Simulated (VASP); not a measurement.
PbSe:

```xyz
4
Lattice="0.0000 6.5387 3.0737 3.0737 0.0000 3.0737 3.0737 6.5387 0.0000" Properties=species:S:1:pos:R:3 pbc="T T T"
Pb    3.0737    1.8425    3.0214
Pb    3.0737   11.2348    3.0214
Se    3.0737    8.4459    3.0214
Se    3.0737    4.6314    3.0214
```

Base run:

```yaml
Program: VASP 6.6.1
Functional: r2SCAN
Potentials_or_basis: VASP PAW PBE potentials, release 64 (Pb_d, Se)
Cutoff: 520 eV
k_mesh: 6 × 6 × 6
Occupations: gaussian, width 0.01 eV
Spin: no spin polarisation
```

Its results: band gap on the k mesh 0.82 eV (least direct gap 1.46 eV); pressure 0.9 GPa; largest force 0.005 eV/Å.

Problem. The run is repeated on the same cell with these changes: functional from r2SCAN to PBE; further incar settings from ALGO = Normal; EDIFF = 1e-07; NBANDS = 28 to ALGO = Normal; EDIFF = 1e-06; NBANDS = 28. What comes out?

Solution. Band gap on the k mesh 0.60 eV (least direct gap 1.22 eV); pressure 1.9 GPa; largest force 0.145 eV/Å.

Caveats: spin-orbit coupling is left out, which moves the levels of the heavy elements; the PAW data sets were made with another functional, which shifts forces and pressure a little (at least some runs).

A k mesh can miss the band edges.
